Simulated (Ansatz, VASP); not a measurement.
# MgS: VASP beside Ansatz

The input INCAR:

```
  ALGO = Normal
  EDIFF = 1E-6
  ENCUT = 520
  GGA = PS
  ISIF = 2
  ISMEAR = -1
  LASPH = True
  LCHARG = True
  LELF = True
  LREAL = False
  LVHAR = True
  LWAVE = False
  NBANDS = 11
  NELM = 80
  PREC = Accurate
  SIGMA = 0.05
```

Contents of KPOINTS:

```
k-points
0
Gamma
  8 8 8
```

File POSCAR:

```
MgS
1.0
    0.0000000000      2.8331200468      2.8331200468
    2.8331200468      0.0000000000      2.8331200468
    2.8331200468      2.8331200468      0.0000000000
S Mg
1 1
Direct
    0.2577930000      0.2466650000      0.2502830000
   -0.0128600000      0.0110690000      0.0033980000
```

File input.yaml:

```yaml
crystal:
  lattice:
    - [0.0, 2.8331200468, 2.8331200468]
    - [2.8331200468, 0.0, 2.8331200468]
    - [2.8331200468, 2.8331200468, 0.0]
  atoms:
    - { symbol: S, position: [0.257793, 0.246665, 0.250283] }
    - { symbol: Mg, position: [-0.01286, 0.011069, 0.003398] }
kpoints:
  mp_grid: { grid: [8, 8, 8] }
scf:
  occupations: { method: fermi_dirac, width: 0.05 }
hamiltonian:
  xc: pbesol
  pseudopotentials: { kind: all_electron, lapw: { basis_error: 0.001 } }
output:
  forces: true
  stress: true
  eigenvalues: true
  populations: true
```

Change from the starting cell: atoms moved at random, drawn with an rms of 0.05 Å.

Alike in both runs: task single point; functional PBEsol; k mesh 8 × 8 × 8; occupations fermi-dirac, width 0.05 eV; no spin polarisation.

|  | VASP | Ansatz |
| --- | --- | --- |
| version | VASP 6.6.1 | Ansatz 0.2.0 |
| potentials or method | VASP PAW PBE potentials, release 64 (S, Mg), cutoff 520 eV | all-electron LAPW, scalar-relativistic |

VASP gave:

* gap on the k mesh at the Fermi level (eV): 3.21
* least direct gap on the mesh (eV): 3.21
* pressure (GPa): -0.4
* traceless stress, the component that is largest in VASP (GPa): -1.11
* rms of the force components (eV/Å): 0.253

Problem. Estimate Ansatz's values.

Solution. gap on the k mesh at the Fermi level (eV): 3.20; least direct gap on the mesh (eV): 3.20; pressure (GPa): -0.3; traceless stress, the component that is largest in VASP (GPa): -1.10; rms of the force components (eV/Å): 0.252.

VASP's potentials were made for PBE, not for PBEsol. Atom by atom the forces differ by 0.001 eV/Å (rms over components). Ansatz ran all-electron here, and VASP with PAW potentials.
